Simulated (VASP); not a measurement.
# Ir: relaxation of cell and atoms with PBEsol

Crystal: Ir.

```
Ir
1.0
     0.00000    2.75474    2.75474
     2.75474    0.00000    2.75474
     2.75474    2.75474    0.00000
Ir
2
Direct
  0.00000 0.00000 0.00000
  0.25000 0.25000 0.25000
```

```yaml
Program: VASP 6.6.1
Task: relaxation of cell and atoms
Functional: PBEsol
Potentials_or_basis: VASP PAW PBE potentials, release 64 (Ir)
Cutoff: 600 eV
k_mesh: 14 × 14 × 14
Occupations: gaussian, width 0.1 eV
Spin: no spin polarisation
Dipole_correction: no
Further_INCAR_settings: ALGO = Fast; EDIFF = 1e-06; IBRION = 2; EDIFFG = -0.01; NSW = 80; ISIF = 3
```

```json
{
  "Relaxed volume": "20.83 Å³/atom",
  "Relaxed cell": "a = 3.891 Å, b = 3.891 Å, c = 3.891 Å, α = 60.00°, β = 60.00°, γ = 60.00°",
  "Space group after relaxing (to 0.05 Å)": "Fd-3m (No. 227)",
  "Energy gained by relaxing": "0.2 meV/atom",
  "Ionic steps": "3",
  "Pressure after relaxing": "0.0 GPa",
  "Band gap on the k mesh": "zero (band 9 reaches 6.50 eV, above the bottom of band 10 at 4.88 eV)"
}
```

The path:
| step | energy change (eV) | largest force (eV/Å) | pressure (GPa) | volume (Å³) |
| --- | --- | --- | --- | --- |
| 1 | 0.0000 | 0.0000 | -0.78 | 41.81 |
| 2 | 0.0029 | 0.0000 | 2.28 | 41.19 |
| 3 | -0.0004 | 0.0000 | -0.01 | 41.65 |

Final structure:
```cif
data_structure
_symmetry_space_group_name_H-M 'P 1'
_symmetry_Int_Tables_number 1
_cell_length_a 3.8910
_cell_length_b 3.8910
_cell_length_c 3.8910
_cell_angle_alpha 60.000
_cell_angle_beta 60.000
_cell_angle_gamma 60.000
_cell_volume 41.65
loop_
_atom_site_label
_atom_site_type_symbol
_atom_site_fract_x
_atom_site_fract_y
_atom_site_fract_z
_atom_site_occupancy
Ir1 Ir 0.00000 0.00000 0.00000 1
Ir2 Ir 0.25000 0.25000 0.25000 1
```

Levels at points of the mesh, in eV from the Fermi level:
```tsv
k point	band 7	band 8	band 9	band 10	band 11	band 12
(0.00, 0.00, 0.00)	-1.83	-1.83	-1.83	0.87	0.87	10.92
(0.50, 0.00, 0.00)	-2.10	-1.02	-1.02	0.28	0.28	1.50
(0.50, 0.50, 0.00)	-2.57	-2.57	0.61	0.61	2.02	2.02
```

It took 2.3 min on 1 thread of AMD EPYC 7R43 64-Core Processor (Zen 3), on a shared host, peak memory 0.19 GiB.

Caveat: the PAW data sets were made with another functional, which shifts forces and pressure a little; spin-orbit coupling is left out, which moves the levels of the heavy elements.
